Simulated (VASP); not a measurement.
# Ge: phonons with r2SCAN

Ge:

```
CELL_PARAMETERS angstrom
2.83776 2.83776 0.00000
-2.83776 2.83776 0.00000
0.00000 2.83776 2.83776
ATOMIC_POSITIONS crystal
Ge 0.50000 0.50000 0.00000
Ge 0.75000 0.25000 0.50000
```

```yaml
Program: VASP 6.6.1
Task: phonons
Functional: r2SCAN
Potentials_or_basis: VASP PAW PBE potentials, release 64 (Ge_d)
Cutoff: 520 eV
k_mesh: 12 × 12 × 12
Occupations: gaussian, width 0.01 eV
Spin: no spin polarisation
Dipole_correction: no
Further_INCAR_settings: ALGO = Normal; EDIFF = 1e-08; IBRION = 6; POTIM = 0.015; NSW = 1
```

* Highest phonon frequency at Γ: 296 cm⁻¹

Phonon frequencies in cm⁻¹ (negative: imaginary):
```tsv
q point	frequencies
(0.000, 0.000, 0.000)	0 0 0 296 296 296
```

It took 43 min on 1 thread of Intel(R) Xeon(R) Platinum 8259CL CPU @ 2.50GHz (Skylake/Cascade Lake), with other jobs on the host, peak memory 0.42 GiB.
